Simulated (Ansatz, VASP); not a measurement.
**TeAs2: VASP beside Ansatz**

```
CELL_PARAMETERS angstrom
-3.55645 3.55645 2.94052
3.55645 -3.55645 2.94052
3.55645 3.55645 -2.94052
ATOMIC_POSITIONS crystal
Te 0.75000 0.25000 0.50000
Te 0.00000 0.00000 0.00000
As 0.37500 0.62500 0.25000
As 0.37500 0.12500 0.75000
As 0.37500 0.62500 0.75000
As 0.87500 0.62500 0.25000
```

Alike in both runs: task single point; functional LDA; k mesh 8 × 8 × 8; occupations gaussian, width 0.1 eV; no spin polarisation.

|  | VASP | Ansatz |
| --- | --- | --- |
| version | VASP 6.6.1 | Ansatz 0.2.0 |
| potentials or method | VASP PAW LDA potentials, release 64 (Te, As), cutoff 520 eV | scalar-relativistic, plane waves, PAW |
| valence electrons in the cell | 32 | 92 |

|  | VASP | Ansatz | Ansatz less VASP |
| --- | --- | --- | --- |
| gap on the k mesh at the Fermi level (eV) | none | none | - |
| pressure (GPa) | -4.9 | -5.0 | -0.12 |
| traceless stress, the component that is largest in VASP (GPa) | -1.17 | -1.24 | -0.064 |

LDA's correlation is that of Perdew and Zunger in VASP and of Perdew and Wang (1992) in Ansatz. A gap of «none» marks a metal or a gap that the smearing closes. VASP's potentials hold 32 valence electrons a cell and Ansatz's 92, so a difference there can come from the potentials and not from the codes.

Spin-orbit coupling is off throughout.
